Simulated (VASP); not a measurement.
# AlNi (R3m) in VASP: a series of runs

Runs on AlNi. Level: PBE. Tasks: single point.

Everything below comes from runs of VASP 6.6.1. Logs are shortened: lines on timing, memory, paths and dates and some standing lists are left out, and cuts for length are marked.

## Step 1: The cell of the first run

It takes space group R3m (No. 160, trigonal). Conventional cell: a = 4.074 Å, b = 4.074 Å, c = 4.990 Å, α = 90.00°, β = 90.00°, γ = 120.00°. Within 2.9 Å of Al (site symmetry 3m) lie 8 Ni at 2.20 to 2.80 Å and 6 Al at 2.88 Å. Within 2.9 Å of Ni (site symmetry 3m) lie 8 Al at 2.20 to 2.80 Å and 6 Ni at 2.88 Å.

## Step 2: Single point, PBE

File INCAR:

```
SYSTEM = AlNi
  PREC = Accurate
  ENCUT = 520
  EDIFF = 1E-6
  ISMEAR = 0
  SIGMA = 0.15
  LREAL = .False.
  LASPH = .True.
  NELM = 60
  ALGO = Fast
  ISIF = 2
  LWAVE = .False.
  LCHARG = .True.
  GGA = PE
  LELF = .True.
  LVHAR = .True.
  NBANDS = 14
```

File KPOINTS:

```
regular mesh
0
Gamma
  16 16 16
  0 0 0
```

File POSCAR:

```
AlNi
1.0
    2.8810000000      0.0000000000      0.0000000000
    0.0000000000      2.8810000000      0.0000000000
    0.0000000000      0.0000000000      2.8810000000
Al Ni
1 1
Direct
    0.0601197781      0.0601197781      0.0601197781
    0.5000000000      0.5000000000      0.5000000000
```

Potentials or basis: VASP PAW PBE potentials, release 64 (Al, Ni).

Command:

```
cat potpaw_PBE.64/Al/POTCAR potpaw_PBE.64/Ni/POTCAR > POTCAR
mpirun -np 1 vasp_std > vasp.out
```

OUTCAR:

```text
SYSTEM = AlNi
   PREC = Accurate
   ENCUT = 520
   EDIFF = 1E-6
   ISMEAR = 0
   LREAL = .False.
   LASPH = .True.
   NELM = 60
   ISIF = 2
   GGA = PE

 ion  position               nearest neighbor table
   1  0.060  0.060  0.060-   2 2.20   2 2.41   2 2.41   2 2.41   2 2.61   2 2.61   2 2.61   2 2.80

   2  0.500  0.500  0.500-   1 2.20   1 2.41   1 2.41   1 2.41   1 2.61   1 2.61   1 2.61   1 2.80

  LATTYP: Found a simple cubic cell.
 ALAT       =     2.8810000000

  Lattice vectors:

 A1 = (   2.8810000000,   0.0000000000,   0.0000000000)
 A2 = (   0.0000000000,   2.8810000000,   0.0000000000)
 A3 = (   0.0000000000,   0.0000000000,   2.8810000000)

Analysis of symmetry for initial positions (statically):
=====================================================================
 Subroutine PRICEL returns:
 Original cell was already a primitive cell.

 Routine SETGRP: Setting up the symmetry group for a
 simple cubic supercell.

 Subroutine GETGRP returns: Found  6 space group operations
 (whereof  6 operations were pure point group operations)
 out of a pool of 48 trial point group operations.

The static configuration has the point symmetry C_3v.

Analysis of symmetry for dynamics (positions and initial velocities):
=====================================================================
 Subroutine PRICEL returns:
 Original cell was already a primitive cell.

 Routine SETGRP: Setting up the symmetry group for a
 simple cubic supercell.

 Subroutine GETGRP returns: Found  6 space group operations
 (whereof  6 operations were pure point group operations)
 out of a pool of 48 trial point group operations.

The dynamic configuration has the point symmetry C_3v.

 Subroutine INISYM returns: Found  6 space group operations
 (whereof  6 operations are pure point group operations),
 and found     1 'primitive' translations

----------------------------------------------------------------------------------------

                                     Primitive cell

  volume of cell :      23.9128

  direct lattice vectors                    reciprocal lattice vectors
     2.881000000  0.000000000  0.000000000     0.347101701  0.000000000  0.000000000
     0.000000000  2.881000000  0.000000000     0.000000000  0.347101701  0.000000000
     0.000000000  0.000000000  2.881000000     0.000000000  0.000000000  0.347101701

  length of vectors
     2.881000000  2.881000000  2.881000000     0.347101701  0.347101701  0.347101701

  position of ions in fractional coordinates (direct lattice)
     0.060119778  0.060119778  0.060119778
     0.500000000  0.500000000  0.500000000

  ion indices of the primitive-cell ions
   primitive index   ion index
                 1           1
                 2           2

----------------------------------------------------------------------------------------

 KPOINTS: regular mesh

Automatic generation of k-mesh.
 Grid dimensions read from file:
 generate k-points for:   16   16   16

 Generating k-lattice:

  Cartesian coordinates                     Fractional coordinates (reciprocal lattice)
     0.021693856  0.000000000  0.000000000     0.062500000  0.000000000  0.000000000
     0.000000000  0.021693856  0.000000000     0.000000000  0.062500000  0.000000000
     0.000000000  0.000000000  0.021693856     0.000000000  0.000000000  0.062500000

  Length of vectors
     0.021693856  0.021693856  0.021693856

  Shift w.r.t. Gamma in fractional coordinates (k-lattice)
     0.000000000  0.000000000  0.000000000

 Subroutine IBZKPT returns following result:
 ===========================================

 Found    417 irreducible k-points:

 Following reciprocal coordinates:
            Coordinates               Weight
  0.000000  0.000000  0.000000      1.000000
  0.062500  0.000000  0.000000      6.000000
  0.125000  0.000000  0.000000      6.000000
  0.187500  0.000000  0.000000      6.000000
  0.250000  0.000000  0.000000      6.000000
  0.312500  0.000000  0.000000      6.000000
[... 16 lines left out ...]
 -0.062500  0.437500  0.000000     12.000000
  0.500000  0.062500  0.000000     12.000000
 [... further k-points ...]
   k-points           NKPTS =    417   k-points in BZ     NKDIM =    417   number of bands    NBANDS=     14
   number of dos      NEDOS =    301   number of ions     NIONS =      2
   total plane-waves  NPLWV =  13824
   dimension x,y,z NGX =    24 NGY =   24 NGZ =   24
   dimension x,y,z NGXF=    48 NGYF=   48 NGZF=   48
   ions per type =               1   1
   NGX,Y,Z   is equivalent  to a cutoff of  13.85, 13.85, 13.85 a.u.
   NGXF,Y,Z  is equivalent  to a cutoff of  27.70, 27.70, 27.70 a.u.
 SYSTEM =  AlNi
   PREC   = accura    normal or accurate (medium, high low for compatibility)
   ISTART =      0    job   : 0-new  1-cont  2-samecut
   ICHARG =      2    charge: 1-file 2-atom 10-const
   ISPIN  =      1    spin polarized calculation?
   LNONCOLLINEAR =      F non collinear calculations
   LSORBIT =      F    spin-orbit coupling
   LASPH  =      T    aspherical Exc in radial PAW
   ENCUT  =  520.0 eV  38.22 Ry    6.18 a.u.   5.36  5.36  5.36*2*pi/ulx,y,z
   NELM   =     60;   NELMIN=  2; NELMDL= -5     # of ELM steps
   EDIFF  = 0.1E-05   stopping-criterion for ELM
   LREAL  =      F    real-space projection
   EDIFFG = 0.1E-04   stopping-criterion for IOM
   NSW    =      0    number of steps for IOM
   IBRION =     -1    ionic relax: 0-MD 1-quasi-New 2-CG
   NFREE  =      0    steps in history (QN), initial steepest desc. (CG)
   ISIF   =      2    stress and relaxation
   ISYM   =      2    0-nonsym 1-usesym 2-fastsym
   POTIM  = 0.5000    time-step for ionic-motion
   TEBEG  =    0.0;   TEEND  =   0.0 temperature during run
   PSTRESS=    0.0 pullay stress
   NELECT =      13.0000    total number of electrons
   NUPDOWN=      -1.0000    fix difference up-down
   EMIN   =  10.00;   EMAX   =-10.00  energy-range for DOS
   EFERMI =   0.00;   METHOD = LEGACY
   ISMEAR =     0;   SIGMA  =   0.15  broadening in eV -4-tet -1-fermi 0-gaus
   EFERMI_NEDOS =   21; number of points for ismear=-14 and -15
   IALGO  =     68    algorithm
   IMIX   =      4    mixing-type and parameters
     AMIX     =   0.40;   BMIX     =  1.00
     AMIX_MAG =   1.60;   BMIX_MAG =  1.00
  volume/ion in A,a.u.               =      11.96        80.69
  Fermi-wavevector in a.u.,A,eV,Ry     =   1.336122  2.524904 24.289410  1.785221
  Thomas-Fermi vector in A             =   2.464773
   LORBIT       =      0    0 simple, 1 ext, 2 COOP (PROOUT), +10 PAW based schemes
   GGA     = PE    functional components
   LHFCALC =     F    Hartree Fock is set to
   AEXX    =    0.0000 exact exchange contribution
   IVDW    =     0    specifies the selected vdW correction
   LEPSILON=     F    determine dielectric tensor
   LRPA    =     F    only Hartree local field effects (RPA)
 non-spin polarized calculation
 RMM-DIIS sequential band-by-band and
 Gauss-broadening in eV      SIGMA  =   0.15
  energy-cutoff  :      520.00
  volume of cell :       23.91
 maximum number of plane-waves:       661
 NGX is ok and might be reduce to    24
   NGX = 11   NGY = 11   NGZ = 11

 number of electron      13.0000015 magnetization

 Free energy of the ion-electron system (eV)
  ---------------------------------------------------
  ext. energy  EPLUGINS =         0.00000000
  ---------------------------------------------------
  free energy    TOTEN  =       -10.24437282 eV

  energy without entropy =      -10.23590740  energy(sigma->0) =      -10.24014011

 E-fermi :   9.9948     XC(G=0): -12.0242

 val. band max:        9.9839207485   @ k =  -0.2500   0.3750   0.1250
 cond. band min:      10.0022356977   @ k =  -0.3750   0.1250   0.3125
 fundamental gap:      0.0183149492
 Fermi energy:         9.9947970177

 k-point     1 :       0.0000    0.0000    0.0000
  band No.  band energies     occupation
      1      -1.1017      2.00000
      2       6.6932      2.00000
      3       6.6932      2.00000
      4       8.3078      2.00000
      5       8.4390      2.00000
      6       8.4390      2.00000
      7      15.4950      0.00000
      8      15.4950      0.00000
      9      15.7258      0.00000
     10      18.2664      0.00000
     11      18.2664      0.00000
     12      23.2105      0.00000
     13      30.3589      0.00000
     14      30.3691      0.00000

 k-point     2 :       0.0625    0.0000    0.0000
  band No.  band energies     occupation
      1      -1.0299      2.00000
      2       6.6894      2.00000
      3       6.7094      2.00000
      4       8.2872      2.00000
      5       8.4071      2.00000
      6       8.4333      2.00000
      7      14.7246      0.00000
      8      15.5917      0.00000
      9      15.8220      0.00000
     10      18.2722      0.00000
     11      18.9437      0.00000
     12      23.4603      0.00000
     13      29.6878      0.00000
     14      29.9418      0.00000

 k-point     3 :       0.1250    0.0000    0.0000
  band No.  band energies     occupation
      1      -0.8150      2.00000
      2       6.6643      2.00000
      3       6.7559      2.00000
      4       8.2195      2.00000
      5       8.3188      2.00000
      6       8.4284      2.00000
      7      13.3554      0.00000
      8      15.8743      0.00000
      9      16.0887      0.00000
     10      18.2896      0.00000
     11      20.0008      0.00000
     12      24.2526      0.00000
     13      28.3618      0.00000
     14      28.7008      0.00000

 k-point     4 :       0.1875    0.0000    0.0000
  band No.  band energies     occupation
      1      -0.4597      2.00000
      2       6.5730      2.00000
      3       6.8267      2.00000
      4       8.1125      2.00000
      5       8.1934      2.00000
      6       8.4331      2.00000
      7      11.9945      0.00000
      8      16.3243      0.00000
      9      16.5135      0.00000
     10      18.3183      0.00000
     11      20.8381      0.00000
     12      25.4965      0.00000
     13      26.9261      0.00000
     14      27.3883      0.00000

 k-point     5 :       0.2500    0.0000    0.0000
  band No.  band energies     occupation
      1       0.0315      2.00000
      2       6.3314      2.00000
      3       6.9120      2.00000
      4       7.9888      2.00000
      5       8.0543      2.00000
      6       8.4438      2.00000
      7      10.8406      0.00000
      8      16.9181      0.00000
      9      17.0761      0.00000
     10      18.3576      0.00000
     11      21.4708      0.00000
[... 276 lines left out ...]
 k-point    22 :       0.4375    0.0625    0.0000
  band No.  band energies     occupation
      1       2.2882      2.00000
      2       4.2174      2.00000
      3       7.1410      2.00000
      4       7.6830      2.00000
      5       7.7597      2.00000
      6       8.4508      2.00000
      7       9.3730      2.00000
      8      17.7441      0.00000
      9      19.3699      0.00000
     10      19.5151      0.00000
     11      21.0550      0.00000
     12      21.8440      0.00000
     13      24.4382      0.00000
     14      25.7885      0.00000

 k-point    23 :      -0.0625    0.4375    0.0000
  band No.  band energies     occupation
      1       2.2866      2.00000
      2       4.2191      2.00000
      3       7.1380      2.00000
      4       7.6876      2.00000
      5       7.7618      2.00000
      6       8.4494      2.00000
      7       9.3702      2.00000
      8      17.7743      0.00000
      9      19.2509      0.00000
     10      19.4851      0.00000
     11      21.2386      0.00000
     12      21.8759      0.00000
     13      24.3030      0.00000
     14      25.7600      0.00000

 k-point    24 :       0.5000    0.0625    0.0000
  band No.  band energies     occupation
      1       3.0210      2.00000
      2       3.4485      2.00000
      3       7.1596      2.00000
      4       7.6622      2.00000
      5       7.7389      2.00000
      6       8.4530      2.00000
      7       9.3136      2.00000
      8      17.9887      0.00000
      9      19.4426      0.00000
     10      20.1111      0.00000
     11      20.6285      0.00000
     12      21.2955      0.00000
     13      24.7532      0.00000
     14      25.5418      0.00000

 [... further k-points ...]
[... 5 lines left out ...]
  --------------------------------------------------------------------------------------
  -------------------------------------------------------------------------------------
  Total        1.2275887      1.2275887      1.2275887      0.7021236      0.7021236      0.7021236
  in kB       82.2495833     82.2495833     82.2495833     47.0429295     47.0429295     47.0429295
  external PRESSURE =      82.2495833 kB  Pullay stress =       0.0000000 kB

 VOLUME and BASIS-vectors are now :
 -----------------------------------------------------------------------------
  energy-cutoff  :      520.00
  volume of cell :       23.91
      direct lattice vectors                 reciprocal lattice vectors
     2.881000000  0.000000000  0.000000000     0.347101701  0.000000000  0.000000000
     0.000000000  2.881000000  0.000000000     0.000000000  0.347101701  0.000000000
     0.000000000  0.000000000  2.881000000     0.000000000  0.000000000  0.347101701

 POSITION                                       TOTAL-FORCE (eV/Angst)
 -----------------------------------------------------------------------------------
      0.17321      0.17321      0.17321        -1.257744     -1.257744     -1.257744
      1.44050      1.44050      1.44050         1.257744      1.257744      1.257744
 -----------------------------------------------------------------------------------
    total drift:                                0.000757      0.000757      0.000757

  FREE ENERGIE OF THE ION-ELECTRON SYSTEM (eV)
  ---------------------------------------------------
  free  energy   TOTEN  =       -10.2443728164 eV

  energy  without entropy=      -10.2359073992  energy(sigma->0) =      -10.24014011
```

Run time: 71 s. Hardware: 1 thread of AMD EPYC 9R45 (Zen 5), shared host; peak memory 0.23 GiB.

Results:

- Free energy: -10.2444 eV
- Pressure: 8.2 GPa
- Largest force: 2.178 eV/Å

Forces in eV/Å, atoms in the order of the input:
```
Al  -1.258 -1.258 -1.258
Ni   1.258  1.258  1.258
```

Stress tensor (GPa, compression positive):
```
8.22 4.70 4.70
4.70 8.22 4.70
4.70 4.70 8.22
```

Levels at points of the mesh, in eV from the Fermi level:
```csv
k point,band 2,band 3,band 4,band 5,band 6,band 7,band 8,band 9,band 10,band 11
"(0.00, 0.00, 0.00)",-3.30,-3.30,-1.69,-1.56,-1.56,5.50,5.50,5.73,8.27,8.27
"(0.50, 0.00, 0.00)",-6.61,-2.85,-2.31,-2.27,-1.52,-0.68,8.45,10.01,10.06,10.82
"(0.50, 0.50, 0.00)",-3.61,-2.93,-2.69,-2.07,-2.00,-1.06,1.47,2.41,12.50,14.39
"(0.50, 0.50, 0.50)",-4.09,-4.09,-1.03,-1.03,1.80,1.95,1.95,3.35,4.55,4.55
```

Caveat: the cell differs from its parent crystal (all Al atoms moved -0.300 Å, as atom 1 towards its neighbour atom 2 (Ni) at 2.495 Å); forces of over 1 eV/Å act on the atoms, so gaps and moduli don't describe the material at rest. Spin polarisation is off, so any magnetic state and its effect on volume and gap are missing.

## Step 3: Single point, PBE

File INCAR:

```
SYSTEM = AlNi
  ALGO = Normal
  EDIFF = 1E-6
  ENCUT = 520
  GGA = PE
  ISIF = 2
  ISMEAR = 0
  LASPH = .TRUE.
  LCHARG = .FALSE.
  LREAL = .FALSE.
  LWAVE = .FALSE.
  NBANDS = 14
  NELM = 100
  PREC = Accurate
  SIGMA = 0.15
```

File KPOINTS:

```
k-points
0
G
  16 16 16
  0 0 0
```

POSCAR: that of step 2 with these lines changed.

```diff
@@ -8,3 +8,3 @@
 Direct
-    0.0601197781      0.0601197781      0.0601197781
+   -0.0450898336     -0.0450898336     -0.0450898336
     0.5000000000      0.5000000000      0.5000000000
```

Potentials or basis: VASP PAW PBE potentials, release 64 (Al, Ni).

Command:

```
cat potpaw_PBE.64/Al/POTCAR potpaw_PBE.64/Ni/POTCAR > POTCAR
mpirun -np 1 vasp_std > vasp.out
```

It took 54 s on 1 thread of AMD EPYC 9R45 (Zen 5), shared host; peak memory 0.23 GiB.

The run converged. Its results:

```yaml
Free_energy: -10.3816 eV
Pressure: 5.5 GPa
Largest_force: 1.504 eV/Å
```

Forces in eV/Å, atoms in the order of the input:
```
Al   0.868  0.868  0.868
Ni  -0.868 -0.868 -0.868
```

Stress tensor (GPa, compression positive):
```
5.51 2.57 2.57
2.57 5.51 2.57
2.57 2.57 5.51
```

Levels at points of the mesh, in eV from the Fermi level:
| k point | band 2 | band 3 | band 4 | band 5 | band 6 | band 7 | band 8 | band 9 | band 10 | band 11 |
| --- | --- | --- | --- | --- | --- | --- | --- | --- | --- | --- |
| (0.00, 0.00, 0.00) | -3.27 | -3.27 | -1.62 | -1.55 | -1.55 | 5.50 | 5.50 | 5.63 | 8.21 | 8.21 |
| (0.50, 0.00, 0.00) | -6.66 | -2.81 | -2.28 | -2.26 | -1.49 | -0.66 | 8.38 | 10.02 | 10.05 | 10.84 |
| (0.50, 0.50, 0.00) | -3.52 | -2.91 | -2.75 | -2.07 | -2.03 | -1.04 | 1.47 | 2.43 | 12.40 | 14.57 |
| (0.50, 0.50, 0.50) | -4.10 | -4.10 | -1.01 | -1.01 | 1.89 | 1.97 | 1.97 | 3.41 | 4.50 | 4.50 |

Caveat: the cell differs from its parent crystal (all Al atoms moved +0.225 Å, as atom 1 towards its neighbour atom 2 (Ni) at 2.495 Å); forces of over 1 eV/Å act on the atoms, so gaps and moduli don't describe the material at rest. Spin polarisation is off, so any magnetic state and its effect on volume and gap are missing.

(Part 1 of 2 ends here.)
